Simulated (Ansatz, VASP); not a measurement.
**One calculation of CdS, two programs**

```xyz
2
Lattice="4.2612 0.0000 0.0000 -2.1306 3.6903 0.0000 0.0000 0.0000 5.8042" Properties=species:S:1:pos:R:3 pbc="T T T"
Cd    0.0000    0.0000    2.5695
S     2.1306    1.2301    2.5208
```

Alike in both runs: functional LDA; k mesh 5 × 5 × 4; occupations fermi-dirac, width 0.05 eV; non-collinear spin, spin-orbit coupling.

|  | VASP | Ansatz |
| --- | --- | --- |
| version | VASP 6.6.1 | Ansatz 0.2.0 |
| potentials or method | VASP PAW LDA potentials, release 64 (Cd, S) | Ansatz PAW |
| plane-wave cutoff (eV) | 520 | 420 |
| valence electrons in the cell | 18 | 26 |
| task | single point | band structure |

```tsv
	VASP	Ansatz	Ansatz less VASP
pressure (GPa)	-2.3	-2.5	-0.24
traceless stress, the component that is largest in VASP (GPa)	2.18	2.43	+0.250
rms of the force components (eV/Å)	0.013	0.015	+0.0018
net moment per atom (μB)	0.00	0.00	0.000
```

LDA's correlation is that of Perdew and Zunger in VASP and of Perdew and Wang (1992) in Ansatz. Atom by atom the forces differ by 0.002 eV/Å (rms over components). VASP's potentials hold 18 valence electrons a cell and Ansatz's 26, so a difference there can come from the potentials and not from the codes.
